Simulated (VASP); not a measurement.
Set up this calculation in VASP 6.6.1, as the native input.

- Task: single point
- Functional: r2SCAN
- Potentials or basis: VASP PAW PBE potentials, release 64 (C)
- Cutoff: 520 eV
- k mesh: 10 × 10 × 10
- Occupations: gaussian, width 0.01 eV
- Spin: no spin polarisation
- Dipole correction: no
- Further INCAR settings: ALGO = Normal; EDIFF = 1e-07; NBANDS = 11

The system is C.

```
C
1.0
     0.00000    1.78012    1.78012
     1.78012    0.00000    1.78012
     1.78012    1.78012    0.00000
C
2
Direct
  0.00000 0.00000 0.00000
  0.25000 0.25000 0.25000
```

The input as run:

POSCAR

```
C
1.0
    0.0000000000      1.7801241411      1.7801241411
    1.7801241411      0.0000000000      1.7801241411
    1.7801241411      1.7801241411      0.0000000000
C
2
Direct
    0.0000000000      0.0000000000      0.0000000000
    0.2500000000      0.2500000000      0.2500000000
```

INCAR.step1

```
SYSTEM = C
  PREC = Accurate
  ENCUT = 520
  ISMEAR = 0
  SIGMA = 0.01
  LREAL = .FALSE.
  LASPH = .TRUE.
  NELM = 80
  NBANDS = 11
  GGA = PE
  ALGO = Normal
  EDIFF = 1E-4
  LWAVE = .TRUE.
  LCHARG = .FALSE.
```

INCAR.step2

```
SYSTEM = C
  PREC = Accurate
  ENCUT = 520
  EDIFF = 1E-7
  ISMEAR = 0
  SIGMA = 0.01
  LREAL = .FALSE.
  LASPH = .TRUE.
  NELM = 80
  ALGO = Normal
  ISIF = 2
  LWAVE = .FALSE.
  LCHARG = .FALSE.
  METAGGA = R2SCAN
  LMIXTAU = .TRUE.
  NBANDS = 11
  ISTART = 1
```

KPOINTS

```
regular mesh
0
G
  10 10 10
  0 0 0
```

Potentials or basis: VASP PAW PBE potentials, release 64 (C).

The run is started by

```sh
$ cat potpaw_PBE.64/C/POTCAR > POTCAR
$ cp INCAR.step1 INCAR
$ mpirun -np 1 vasp_std > vasp.out
$ cp INCAR.step2 INCAR
$ mpirun -np 1 vasp_std > vasp.out
```

It gave:

```yaml
Pressure: 1.1 GPa
Band_gap_on_the_k_mesh: 4.38 eV (least direct gap 5.85 eV)
```

Caveat: the PAW data sets were made with another functional, which shifts forces and pressure a little.

It took 26 s on 1 thread of Intel(R) Xeon(R) Platinum 8259CL CPU @ 2.50GHz (Skylake/Cascade Lake), with other jobs on the host, peak memory 0.12 GiB.
